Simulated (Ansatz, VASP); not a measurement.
## Pt in VASP and in Ansatz

File INCAR:

```
PREC = Accurate
ENCUT = 520
EDIFF = 1E-7
ISMEAR = -1
SIGMA = 0.1
LREAL = F
LASPH = T
NELM = 100
ALGO = Normal
ISIF = 2
LWAVE = F
LCHARG = F
GGA = PS
NBANDS = 11
```

Contents of KPOINTS:

```
regular mesh
0
Gamma
  15 15 15
```

File POSCAR:

```
Pt
1.0
    2.1580713980      0.0000000000      0.0000000000
    0.0000000000      2.1580713980      0.0000000000
    0.0000000000      0.0000000000      2.1580713980
Pt
1
Direct
    0.0000000000      0.0000000000      0.0000000000
```

Input for Ansatz:

```yaml
crystal:
  lattice:
    - [2.158071398, 0.0, 0.0]
    - [0.0, 2.158071398, 0.0]
    - [0.0, 0.0, 2.158071398]
  atoms:
    - { symbol: Pt, position: [0.0, 0.0, 0.0] }
kpoints:
  mp_grid: { grid: [15, 15, 15] }
scf:
  occupations: { method: fermi_dirac, width: 0.1 }
hamiltonian:
  xc: pbesol
  pseudopotentials: { kind: all_electron, lapw: { basis_error: 0.001 } }
output:
  forces: true
  stress: true
  eigenvalues: true
  populations: true
```

Change from the starting cell: volume scaled by 0.58, LAPW.

Alike in both runs: task single point; functional PBEsol; k mesh 15 × 15 × 15; occupations fermi-dirac, width 0.1 eV; no spin polarisation.

|  | VASP | Ansatz |
| --- | --- | --- |
| version | VASP 6.6.1 | Ansatz 0.2.0 |
| potentials or method | VASP PAW PBE potentials, release 64 (Pt), cutoff 520 eV | all-electron LAPW, scalar-relativistic |

Ansatz gave:

| Property | Result |
| --- | --- |
| pressure (GPa) | 469.5 |

Task: What did VASP give for the same quantities?

Result: Pressure (GPa): 464.2.

VASP's potentials were made for PBE, not for PBEsol. Both programs put the cell under a high pressure, so it lies far from rest at this level. Ansatz ran all-electron here, and VASP with PAW potentials.

Neither program's run includes spin-orbit coupling. Noted on VASP's run: the cell as given lies far from equilibrium.
